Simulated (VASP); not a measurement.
# BiB (P6_3mc) in VASP: further runs

BiB is run at these levels: PBE, r2SCAN; tasks: single point.

All numbers are computed with VASP 6.6.1; they aren't measurements. Logs are shortened: lines on timing, memory, paths and dates and some standing lists are left out, and cuts for length are marked.

**1. The cell of the first run**

It takes space group P6_3mc (No. 186, hexagonal). Conventional cell: a = 3.732 Å, b = 3.732 Å, c = 6.375 Å, α = 90.00°, β = 90.00°, γ = 120.00°. Within 3.1 Å of B (site symmetry 3m) lie 4 Bi at 2.31 to 2.36 Å. Within 3.1 Å of Bi (site symmetry 3m) lie 4 B at 2.31 to 2.36 Å.

**2. Single point, PBE (biaxial xy strain -3.5%)**

File INCAR:

```
SYSTEM = BiB
PREC = Accurate ; ENCUT = 520
EDIFF = 1E-6 ; ISMEAR = -1
SIGMA = 0.02 ; LREAL = .FALSE.
LASPH = .TRUE. ; NELM = 100
ALGO = Fast ; ISIF = 2
LWAVE = .FALSE. ; LCHARG = .TRUE.
GGA = PE ; LELF = .TRUE.
LVHAR = .TRUE. ; NBANDS = 26
```

File KPOINTS:

```
Automatic mesh
0
G
  12 12 4
  0 0 0
```

File POSCAR:

```
BiB
1.0
    3.7322141172      0.0000000000      0.0000000000
   -1.8661070586      3.2321922378      0.0000000000
    0.0000000000      0.0000000000      6.3754468436
B Bi
2 2
Direct
    0.3333333333      0.6666666667      0.0025396235
    0.6666666667      0.3333333333      0.5025396235
    0.3333333333      0.6666666667      0.3724603765
    0.6666666667      0.3333333333      0.8724603765
```

Potentials or basis: VASP PAW PBE potentials, release 64 (B, Bi_d).

On the command line:

```bash
> cat potpaw_PBE.64/B/POTCAR potpaw_PBE.64/Bi_d/POTCAR > POTCAR
> mpirun -np 1 vasp_std > vasp.out
```

OUTCAR:

```text
SYSTEM = BiB
   PREC = Accurate
   ENCUT = 520
   EDIFF = 1E-6
   ISMEAR = -1
   LREAL = .FALSE.
   LASPH = .TRUE.
   NELM = 100
   ISIF = 2
   GGA = PE

 ion  position               nearest neighbor table
   1  0.333  0.667  0.003-   4 2.31   4 2.31   4 2.31   3 2.36
   2  0.667  0.333  0.503-   3 2.31   3 2.31   3 2.31   4 2.36
   3  0.333  0.667  0.372-   2 2.31   2 2.31   2 2.31   1 2.36   4 3.85   4 3.85   4 3.85   4 3.85
                             4 3.85   4 3.85
   4  0.667  0.333  0.872-   1 2.31   1 2.31   1 2.31   2 2.36   3 3.85   3 3.85   3 3.85   3 3.85
                             3 3.85   3 3.85

  LATTYP: Found a hexagonal cell.
 ALAT       =     3.7322141172
 C/A-ratio  =     1.7082210836

  Lattice vectors:

 A1 = (   3.7322141172,   0.0000000000,   0.0000000000)
 A2 = (  -1.8661070586,   3.2321922378,   0.0000000000)
 A3 = (   0.0000000000,   0.0000000000,   6.3754468436)

Analysis of symmetry for initial positions (statically):
=====================================================================
 Subroutine PRICEL returns:
 Original cell was already a primitive cell.

 Routine SETGRP: Setting up the symmetry group for a
 hexagonal supercell.

 Subroutine GETGRP returns: Found 12 space group operations
 (whereof  6 operations were pure point group operations)
 out of a pool of 24 trial point group operations.

The static configuration has the point symmetry C_3v.
 The point group associated with its full space group is C_6v.

Analysis of symmetry for dynamics (positions and initial velocities):
=====================================================================
 Subroutine PRICEL returns:
 Original cell was already a primitive cell.

 Routine SETGRP: Setting up the symmetry group for a
 hexagonal supercell.

 Subroutine GETGRP returns: Found 12 space group operations
 (whereof  6 operations were pure point group operations)
 out of a pool of 24 trial point group operations.

The dynamic configuration has the point symmetry C_3v.
 The point group associated with its full space group is C_6v.

 Subroutine INISYM returns: Found 12 space group operations
 (whereof  6 operations are pure point group operations),
 and found     1 'primitive' translations

----------------------------------------------------------------------------------------

                                     Primitive cell

  volume of cell :      76.9085

  direct lattice vectors                    reciprocal lattice vectors
     3.732214117  0.000000000  0.000000000     0.267937468  0.154693769  0.000000000
    -1.866107059  3.232192238  0.000000000     0.000000000  0.309387538  0.000000000
     0.000000000  0.000000000  6.375446844     0.000000000  0.000000000  0.156851751

  length of vectors
     3.732214117  3.732214117  6.375446844     0.309387538  0.309387538  0.156851751

  position of ions in fractional coordinates (direct lattice)
     0.333333333  0.666666667  0.002539623
     0.666666667  0.333333333  0.502539623
     0.333333333  0.666666667  0.372460377
     0.666666667  0.333333333  0.872460377

  ion indices of the primitive-cell ions
   primitive index   ion index
                 1           1
                 2           2
                 3           3
                 4           4

----------------------------------------------------------------------------------------

 KPOINTS: Automatic mesh

Automatic generation of k-mesh.
 Grid dimensions read from file:
 generate k-points for:   12   12    4

 Generating k-lattice:

  Cartesian coordinates                     Fractional coordinates (reciprocal lattice)
     0.022328122  0.012891147  0.000000000     0.083333333  0.000000000  0.000000000
     0.000000000  0.025782295  0.000000000     0.000000000  0.083333333  0.000000000
     0.000000000  0.000000000  0.039212938     0.000000000  0.000000000  0.250000000

  Length of vectors
     0.025782295  0.025782295  0.039212938

  Shift w.r.t. Gamma in fractional coordinates (k-lattice)
     0.000000000  0.000000000  0.000000000

 Subroutine IBZKPT returns following result:
 ===========================================

 Found     57 irreducible k-points:

 Following reciprocal coordinates:
            Coordinates               Weight
  0.000000  0.000000  0.000000      1.000000
  0.083333 -0.000000  0.000000      6.000000
  0.166667 -0.000000  0.000000      6.000000
  0.250000  0.000000  0.000000      6.000000
  0.333333  0.000000  0.000000      6.000000
  0.416667  0.000000  0.000000      6.000000
[... 16 lines left out ...]
  0.250000  0.000000  0.250000     12.000000
  0.333333  0.000000  0.250000     12.000000
 [... further k-points ...]
   k-points           NKPTS =     57   k-points in BZ     NKDIM =     57   number of bands    NBANDS=     26
   number of dos      NEDOS =    301   number of ions     NIONS =      4
   total plane-waves  NPLWV =  37632
   dimension x,y,z NGX =    28 NGY =   28 NGZ =   48
   dimension x,y,z NGXF=    56 NGYF=   56 NGZF=   96
   ions per type =               2   2
   NGX,Y,Z   is equivalent  to a cutoff of  12.47, 12.47, 12.52 a.u.
   NGXF,Y,Z  is equivalent  to a cutoff of  24.94, 24.94, 25.03 a.u.
 SYSTEM =  BiB
   PREC   = accura    normal or accurate (medium, high low for compatibility)
   ISTART =      0    job   : 0-new  1-cont  2-samecut
   ICHARG =      2    charge: 1-file 2-atom 10-const
   ISPIN  =      1    spin polarized calculation?
   LNONCOLLINEAR =      F non collinear calculations
   LSORBIT =      F    spin-orbit coupling
   LASPH  =      T    aspherical Exc in radial PAW
   ENCUT  =  520.0 eV  38.22 Ry    6.18 a.u.   6.94  6.94 11.85*2*pi/ulx,y,z
   NELM   =    100;   NELMIN=  2; NELMDL= -5     # of ELM steps
   EDIFF  = 0.1E-05   stopping-criterion for ELM
   LREAL  =      F    real-space projection
   EDIFFG = 0.1E-04   stopping-criterion for IOM
   NSW    =      0    number of steps for IOM
   IBRION =     -1    ionic relax: 0-MD 1-quasi-New 2-CG
   NFREE  =      0    steps in history (QN), initial steepest desc. (CG)
   ISIF   =      2    stress and relaxation
   ISYM   =      2    0-nonsym 1-usesym 2-fastsym
   POTIM  = 0.5000    time-step for ionic-motion
   TEBEG  =    0.0;   TEEND  =   0.0 temperature during run
   PSTRESS=    0.0 pullay stress
   NELECT =      36.0000    total number of electrons
   NUPDOWN=      -1.0000    fix difference up-down
   EMIN   =  10.00;   EMAX   =-10.00  energy-range for DOS
   EFERMI =   0.00;   METHOD = LEGACY
   ISMEAR =    -1;   SIGMA  =   0.02  broadening in eV -4-tet -1-fermi 0-gaus
   EFERMI_NEDOS =   21; number of points for ismear=-14 and -15
   IALGO  =     68    algorithm
   IMIX   =      4    mixing-type and parameters
     AMIX     =   0.40;   BMIX     =  1.00
     AMIX_MAG =   1.60;   BMIX_MAG =  1.00
  volume/ion in A,a.u.               =      19.23       129.75
  Fermi-wavevector in a.u.,A,eV,Ry     =   1.271113  2.402056 21.983323  1.615729
  Thomas-Fermi vector in A             =   2.404064
   LORBIT       =      0    0 simple, 1 ext, 2 COOP (PROOUT), +10 PAW based schemes
   GGA     = PE    functional components
   LHFCALC =     F    Hartree Fock is set to
   AEXX    =    0.0000 exact exchange contribution
   IVDW    =     0    specifies the selected vdW correction
   LEPSILON=     F    determine dielectric tensor
   LRPA    =     F    only Hartree local field effects (RPA)
 non-spin polarized calculation
 RMM-DIIS sequential band-by-band and
  energy-cutoff  :      520.00
  volume of cell :       76.91
 maximum number of plane-waves:      2087
 NGX is ok and might be reduce to    28
   NGX = 13   NGY = 13   NGZ = 23

 number of electron      36.0000006 magnetization

 Free energy of the ion-electron system (eV)
  ---------------------------------------------------
  ext. energy  EPLUGINS =         0.00000000
  ---------------------------------------------------
  free energy    TOTEN  =       -17.76017446 eV

  energy without entropy =      -17.76017433  energy(sigma->0) =      -17.76017440

 E-fermi :   8.4274     XC(G=0): -10.3695

 val. band max:        8.2230275239   @ k =   0.0000   0.0000   0.0000
 cond. band min:       8.6690349937   @ k =   0.3333   0.0000   0.2500
 fundamental gap:      0.4460074699
 Fermi energy:         8.4274011039

 k-point     1 :       0.0000    0.0000    0.0000
  band No.  band energies     occupation
      1     -15.2625      2.00000
      2     -15.2496      2.00000
      3     -15.2490      2.00000
      4     -15.2490      2.00000
      5     -15.2344      2.00000
      6     -15.2344      2.00000
[... 18 lines left out ...]
     25      13.2302      0.00000
     26      14.7790      0.00000

 k-point     2 :       0.0833   -0.0000    0.0000
  band No.  band energies     occupation
      1     -15.2594      2.00000
      2     -15.2534      2.00000
      3     -15.2487      2.00000
      4     -15.2443      2.00000
      5     -15.2286      2.00000
      6     -15.2286      2.00000
[... 18 lines left out ...]
     25      13.5219      0.00000
     26      14.8323      0.00000

 k-point     3 :       0.1667   -0.0000    0.0000
  band No.  band energies     occupation
      1     -15.2660      2.00000
      2     -15.2500      2.00000
      3     -15.2458      2.00000
      4     -15.2330      2.00000
      5     -15.2142      2.00000
      6     -15.2130      2.00000
[... 18 lines left out ...]
     25      14.2548      0.00000
     26      14.5590      0.00000

 k-point     4 :       0.2500    0.0000    0.0000
  band No.  band energies     occupation
      1     -15.2777      2.00000
      2     -15.2544      2.00000
      3     -15.2317      2.00000
      4     -15.2227      2.00000
      5     -15.1967      2.00000
      6     -15.1928      2.00000
[... 18 lines left out ...]
     25      14.5403      0.00000
     26      14.8944      0.00000

 k-point     5 :       0.3333    0.0000    0.0000
  band No.  band energies     occupation
      1     -15.2884      2.00000
      2     -15.2605      2.00000
      3     -15.2212      2.00000
      4     -15.2184      2.00000
      5     -15.1863      2.00000
      6     -15.1749      2.00000
[... 18 lines left out ...]
     25      14.7560      0.00000
     26      16.0283      0.00000

 k-point     6 :       0.4167    0.0000    0.0000
  band No.  band energies     occupation
      1     -15.2959      2.00000
      2     -15.2656      2.00000
      3     -15.2184      2.00000
      4     -15.2181      2.00000
      5     -15.1797      2.00000
      6     -15.1685      2.00000
[... 427 lines left out ...]
 k-point    21 :       0.0833   -0.0000    0.2500
  band No.  band energies     occupation
      1     -15.2589      2.00000
      2     -15.2547      2.00000
      3     -15.2464      2.00000
      4     -15.2429      2.00000
      5     -15.2319      2.00000
      6     -15.2316      2.00000
[... 18 lines left out ...]
     25      13.1414      0.00000
     26      14.4319      0.00000

 k-point    22 :       0.1667   -0.0000    0.2500
  band No.  band energies     occupation
      1     -15.2652      2.00000
      2     -15.2571      2.00000
      3     -15.2385      2.00000
      4     -15.2305      2.00000
      5     -15.2187      2.00000
      6     -15.2163      2.00000
[... 18 lines left out ...]
     25      13.8549      0.00000
     26      14.4202      0.00000

 k-point    23 :       0.2500    0.0000    0.2500
  band No.  band energies     occupation
      1     -15.2758      2.00000
      2     -15.2615      2.00000
      3     -15.2269      2.00000
      4     -15.2178      2.00000
      5     -15.2036      2.00000
      6     -15.1966      2.00000
[... 18 lines left out ...]
     25      14.4721      0.00000
     26      14.7307      0.00000

 k-point    24 :       0.3333    0.0000    0.2500
  band No.  band energies     occupation
      1     -15.2856      2.00000
      2     -15.2676      2.00000
      3     -15.2197      2.00000
      4     -15.2111      2.00000
      5     -15.1937      2.00000
      6     -15.1799      2.00000
[... 18 lines left out ...]
     25      14.9185      0.00000
     26      15.5437      0.00000

 [... further k-points ...]

------------------------ aborting loop because EDIFF is reached ----------------------------------------

  FORCE on cell =-STRESS in cart. coord.  units (eV):
  Direction    XX          YY          ZZ          XY          YZ          ZX
  --------------------------------------------------------------------------------------
  -------------------------------------------------------------------------------------
  Total        4.9142358      4.9142358      1.4372583      0.0000000      0.0000000     -0.0000000
  in kB      102.3745976    102.3745976     29.9413260      0.0000000      0.0000000     -0.0000000
  external PRESSURE =      78.2301738 kB  Pullay stress =       0.0000000 kB

 VOLUME and BASIS-vectors are now :
 -----------------------------------------------------------------------------
  energy-cutoff  :      520.00
  volume of cell :       76.91
      direct lattice vectors                 reciprocal lattice vectors
     3.732214117  0.000000000  0.000000000     0.267937468  0.154693769  0.000000000
    -1.866107059  3.232192238  0.000000000     0.000000000  0.309387538  0.000000000
     0.000000000  0.000000000  6.375446844     0.000000000  0.000000000  0.156851751

 POSITION                                       TOTAL-FORCE (eV/Angst)
 -----------------------------------------------------------------------------------
     -0.00000      2.15479      0.01619         0.000000      0.000000      0.012200
      1.86611      1.07740      3.20391        -0.000000      0.000000      0.012200
     -0.00000      2.15479      2.37460         0.000000      0.000000     -0.012200
      1.86611      1.07740      5.56232        -0.000000     -0.000000     -0.012200
 -----------------------------------------------------------------------------------
    total drift:                                0.000000      0.000000      0.001669

  FREE ENERGIE OF THE ION-ELECTRON SYSTEM (eV)
  ---------------------------------------------------
  free  energy   TOTEN  =       -17.7601744572 eV

  energy  without entropy=      -17.7601743330  energy(sigma->0) =      -17.76017440
```

It took 51 s on 1 thread of Intel Xeon 6975P-C (Granite Rapids), shared host; peak memory 0.24 GiB.

What came out:

* Free energy: -17.7602 eV
* Pressure: 7.8 GPa
* Largest force: 0.012 eV/Å
* Band gap on the k mesh: 0.45 eV (least direct gap 0.55 eV)

Forces in eV/Å, atoms in the order of the input:
```
B    0.000  0.000  0.012
B    0.000  0.000  0.012
Bi   0.000  0.000 -0.012
Bi   0.000  0.000 -0.012
```

Caveat: the cell differs from its parent crystal (biaxial xy strain -3.5%); the cell stands under pressure; spin-orbit coupling is left out, which moves the levels of the heavy elements. A k mesh can miss the band edges.

**3. Single point, r2SCAN (strain +4.2%)**

File POSCAR:

```
BiB
1.0
    4.0263844893      0.0000000000      0.0000000000
   -2.0131922447      3.4869512531      0.0000000000
    0.0000000000      0.0000000000      6.6406654323
B Bi
2 2
Direct
    0.3333333333      0.6666666667      0.0000088888
    0.6666666667      0.3333333333      0.5000088888
    0.3333333333      0.6666666667      0.3749911112
    0.6666666667      0.3333333333      0.8749911112
```

File INCAR.step1:

```
ALGO = Normal
EDIFF = 1E-4
ENCUT = 520
GGA = PE
ISMEAR = -1
LASPH = True
LCHARG = False
LREAL = False
LWAVE = True
NBANDS = 26
NELM = 100
PREC = Accurate
SIGMA = 0.02
```

File INCAR.step2:

```
ALGO = Normal
EDIFF = 1E-7
ENCUT = 520
ISIF = 2
ISMEAR = -1
ISTART = 1
LASPH = True
LCHARG = True
LELF = True
LMIXTAU = True
LREAL = False
LVHAR = True
LWAVE = False
METAGGA = R2SCAN
NBANDS = 26
NELM = 100
PREC = Accurate
SIGMA = 0.02
```

File KPOINTS:

```
k-points
0
Gamma
  12 12 4
```

Potentials or basis: VASP PAW PBE potentials, release 64 (B, Bi_d).

On the command line:

```bash
> cat potpaw_PBE.64/B/POTCAR potpaw_PBE.64/Bi_d/POTCAR > POTCAR
> cp INCAR.step1 INCAR
> mpirun -np 1 vasp_std > vasp.out
> cp INCAR.step2 INCAR
> mpirun -np 1 vasp_std > vasp.out
```

Run time: 4.2 min. Hardware: 1 thread of Intel Xeon 6975P-C (Granite Rapids), shared host; peak memory 0.28 GiB.

It converged, with:

* Free energy: -128.3146 eV
* Pressure: -7.4 GPa
* Largest force: 0.006 eV/Å
* Band gap on the k mesh: 0.16 eV (least direct gap 0.17 eV)

Forces on the atoms (eV/Å):
```
B    0.000  0.000 -0.006
B    0.000  0.000 -0.006
Bi   0.000  0.000  0.006
Bi   0.000  0.000  0.006
```

Levels at points of the mesh, in eV from the valence-band top:
```tsv
k point	band 15	band 16	band 17	band 18	band 19	band 20	band 21	band 22
(0.00, 0.00, 0.00)	-1.45	-0.38	-0.03	-0.02	0.16	0.16	2.69	2.69
(0.50, 0.00, 0.00)	-4.55	-3.11	-2.67	-1.46	0.92	1.58	3.56	4.30
(0.00, 0.00, 0.50)	-0.80	-0.80	-0.80	-0.80	0.63	0.63	3.79	3.79
(0.50, 0.00, 0.50)	-2.53	-2.53	-2.42	-2.42	0.73	0.73	2.68	2.68
```

Caveat: the cell differs from its parent crystal (strain +4.2%); the cell stands under tension; the PAW data sets were made with another functional, which shifts forces and pressure a little; spin-orbit coupling is left out, which moves the levels of the heavy elements. A k mesh can miss the band edges.
